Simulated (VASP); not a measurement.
Set up this calculation in VASP 6.6.1, as the native input.

```
Task                   : relaxation of cell and atoms
Functional             : PBEsol
Potentials or basis    : VASP PAW PBE potentials, release 64 (Cu)
Cutoff                 : 600 eV
k mesh                 : 15 × 15 × 18
Occupations            : gaussian, width 0.1 eV
Spin                   : no spin polarisation
Dipole correction      : no
Further INCAR settings : ALGO = Fast; EDIFF = 1e-07; IBRION = 2; EDIFFG = -0.01; NSW = 100; ISIF = 3
```

The structure of Cu lies in POSCAR:

```
Cu
1.0
    4.0726493730      0.0000000000      0.0000000000
   -2.0363246865      3.5270178177      0.0000000000
    0.0000000000      0.0000000000      2.4098533003
Cu
3
Direct
    0.0000000000      0.0000000000      0.0000000000
    0.3333333333      0.6666666667      0.5000000000
    0.6666666667      0.3333333333      0.5000000000
```

This isn't the form of Cu at room conditions, which is fcc.

These files were run (other wordings do the same):

INCAR

```
ALGO = Fast
EDIFF = 1E-7
EDIFFG = -0.01
ENCUT = 600
GGA = PS
IBRION = 2
ISIF = 3
ISMEAR = 0
LASPH = True
LCHARG = False
LREAL = False
LWAVE = False
NELM = 60
NSW = 100
PREC = Accurate
SIGMA = 0.1
```

KPOINTS

```
k-points
0
Gamma
  15 15 18
```

Potentials or basis: VASP PAW PBE potentials, release 64 (Cu).

Command:

```console
$ cat potpaw_PBE.64/Cu/POTCAR > POTCAR
$ mpirun -np 1 vasp_std > vasp.out
```

Results of the run:

* Relaxed volume: 11.57 Å³/atom
* Relaxed cell: a = 4.058 Å, b = 4.058 Å, c = 2.434 Å, α = 90.00°, β = 90.00°, γ = 120.00°
* Space group after relaxing (to 0.1 Å): P6/mmm (No. 191)
* Energy gained by relaxing: 1.2 meV/atom
* Ionic steps: 6
* Pressure after relaxing: 0.0 GPa
* Band gap on the k mesh: zero (an odd number of electrons rules out a gap without spin polarisation)

Caveat: the PAW data sets were made with another functional, which shifts forces and pressure a little.

Wall time 12 min on 1 thread of AMD EPYC 7R13 (shared host), peak memory 0.32 GiB.
